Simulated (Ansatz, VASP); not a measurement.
## Two plane-wave programs on PIr2

```xyz
3
Lattice="0.0000 2.7527 2.7527 2.7527 0.0000 2.7527 2.7527 2.7527 0.0000" Properties=species:S:1:pos:R:3 pbc="T T T"
P     0.0000    0.0000    0.0000
Ir    1.3764    1.3764    1.3764
Ir    4.1291    4.1291    4.1291
```

Alike in both runs: functional LDA; k mesh 14 × 14 × 14; occupations gaussian, width 0.1 eV; no spin polarisation.

Ansatz relaxed the structure, and its values are those at the end. VASP's run is a single point on that final structure, the one shown.

|  | VASP | Ansatz |
| --- | --- | --- |
| version | VASP 6.6.1 | Ansatz 0.2.0 |
| potentials or method | VASP PAW LDA potentials, release 64 (P, Ir), cutoff 520 eV | scalar-relativistic, plane waves, PAW |
| valence electrons in the cell | 23 | 39 |

VASP gave:

- gap on the k mesh at the Fermi level (eV): none
- pressure (GPa): 2.0

Task: What did Ansatz give for the same quantities?

Result: gap on the k mesh at the Fermi level (eV): none; pressure (GPa): 0.0.

LDA's correlation is that of Perdew and Zunger in VASP and of Perdew and Wang (1992) in Ansatz. A gap of «none» marks a metal or a gap that the smearing closes. VASP's potentials hold 23 valence electrons a cell and Ansatz's 39, so a difference there can come from the potentials and not from the codes.

Spin-orbit coupling is off throughout.
